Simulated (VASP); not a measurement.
Wanted: the native input for a VASP 6.6.1 run.

* Task: single point
* Functional: r2SCAN0
* Potentials or basis: VASP PAW PBE potentials, release 64 (Mg)
* Cutoff: 520 eV
* k mesh: 5 × 5 × 3
* Occupations: fermi-dirac, width 0.05 eV
* Spin: no spin polarisation
* Dipole correction: no
* Grid for exact exchange (PRECFOCK): Normal
* Further INCAR settings: ALGO = Normal; EDIFF = 1e-06; NBANDS = 9

The system is Mg.

```
Mg
1.0
     3.27224    0.00000    0.00000
    -1.63612    2.83385    0.00000
     0.00000    0.00000    5.31249
Mg
2
Cartesian
  1.6361 0.9446 3.9844
  0.0000 1.8892 1.3281
```

The input as run:

POSCAR

```
Mg
1.0
    3.2722434310      0.0000000000      0.0000000000
   -1.6361217155      2.8338459386      0.0000000000
    0.0000000000      0.0000000000      5.3124886887
Mg
2
Direct
    0.6666666667      0.3333333333      0.7500000000
    0.3333333333      0.6666666667      0.2500000000
```

INCAR.step1

```
SYSTEM = Mg
PREC = Accurate
ENCUT = 520
EDIFF = 1E-5
ISMEAR = -1
SIGMA = 0.05
LREAL = .FALSE.
LASPH = .TRUE.
NELM = 100
ALGO = Normal
ISIF = 2
LWAVE = .TRUE.
LCHARG = .FALSE.
GGA = PE
NBANDS = 9
```

INCAR.step2

```
SYSTEM = Mg
PREC = Accurate
ENCUT = 520
EDIFF = 1E-6
ISMEAR = -1
SIGMA = 0.05
LREAL = .FALSE.
LASPH = .TRUE.
NELM = 100
ALGO = Normal
ISIF = 2
LWAVE = .FALSE.
LCHARG = .FALSE.
METAGGA = R2SCAN
LHFCALC = .TRUE.
AEXX = 0.25
LMIXTAU = .TRUE.
PRECFOCK = Normal
ISTART = 1
NBANDS = 9
```

KPOINTS

```
Automatic mesh
0
G
  5 5 3
  0 0 0
```

Potentials or basis: VASP PAW PBE potentials, release 64 (Mg).

Run with:

```bash
$ cat potpaw_PBE.64/Mg/POTCAR > POTCAR
$ cp INCAR.step1 INCAR
$ mpirun -np 1 vasp_std > vasp.out
$ cp INCAR.step2 INCAR
$ mpirun -np 1 vasp_std > vasp.out
```

Results of the run:

```
Pressure               : -3.1 GPa
Band gap on the k mesh : zero (band 2 reaches 3.12 eV, above the bottom of band 3 at 0.51 eV)
```

Caveat: the k points lie up to 0.44 Å⁻¹ apart; the PAW data sets were made with another functional, which shifts forces and pressure a little.

Wall time 64 s on 1 thread of Intel(R) Xeon(R) Platinum 8488C (Sapphire Rapids) (shared host), peak memory 0.17 GiB.
